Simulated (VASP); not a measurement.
**Li2SiN3: single point with PBE**

The system is Li2SiN3.

```
Li Si N
1.0
     5.02560    0.00000    0.00000
    -2.51280    4.35230    0.00000
     0.00000    0.00000    5.22242
Li Si N
4 2 6
Direct
  0.66667 0.33333 0.01408
  0.33333 0.66667 0.98592
  0.33333 0.66667 0.51408
  0.66667 0.33333 0.48592
  0.00000 0.00000 0.00000
  0.00000 0.00000 0.50000
  0.15277 0.30554 0.75000
  0.69446 0.84723 0.75000
  0.15277 0.84723 0.75000
  0.84723 0.69446 0.25000
  0.30554 0.15277 0.25000
  0.84723 0.15277 0.25000
```

The cell was generated, and may not be a known phase.

- Program: VASP 6.6.1
- Task: single point
- Functional: PBE
- Potentials or basis: VASP PAW PBE potentials, release 64 (Li_sv, Si, N)
- Cutoff: 520 eV
- k mesh: 12 × 12 × 8
- Occupations: gaussian, width 0.1 eV
- Spin: no spin polarisation

```yaml
Largest_force: 0.015 eV/Å
Band_gap_on_the_k_mesh: zero (bands 25 and 26 overlap by 1.72 eV)
```

Forces in eV/Å, atoms in the order of the input:
```
Li   0.000  0.000 -0.015
Li   0.000  0.000  0.015
Li   0.000  0.000 -0.015
Li   0.000  0.000  0.015
Si   0.000  0.000  0.000
Si   0.000  0.000  0.000
N    0.000 -0.005  0.000
N    0.005  0.003  0.000
N   -0.005  0.003  0.000
N    0.000  0.005  0.000
N   -0.005 -0.003  0.000
N    0.005 -0.003  0.000
```

Levels at points of the mesh, in eV from the Fermi level:
| k point | band 24 | band 25 | band 26 | band 27 | band 28 | band 29 |
| --- | --- | --- | --- | --- | --- | --- |
| (0.00, 0.00, 0.00) | 0.70 | 0.85 | 0.85 | 0.89 | 1.55 | 3.07 |
| (0.50, 0.00, 0.00) | -1.49 | -1.47 | -0.38 | 0.84 | 1.18 | 5.17 |
| (0.00, 0.00, 0.50) | 0.78 | 0.78 | 0.78 | 1.21 | 1.21 | 4.11 |
| (0.50, 0.00, 0.50) | -1.62 | -0.87 | -0.87 | 0.98 | 0.98 | 6.12 |

Wall time 7.9 min on 1 thread of Intel(R) Xeon(R) Platinum 8488C (Sapphire Rapids), on a shared host, peak memory 0.43 GiB.
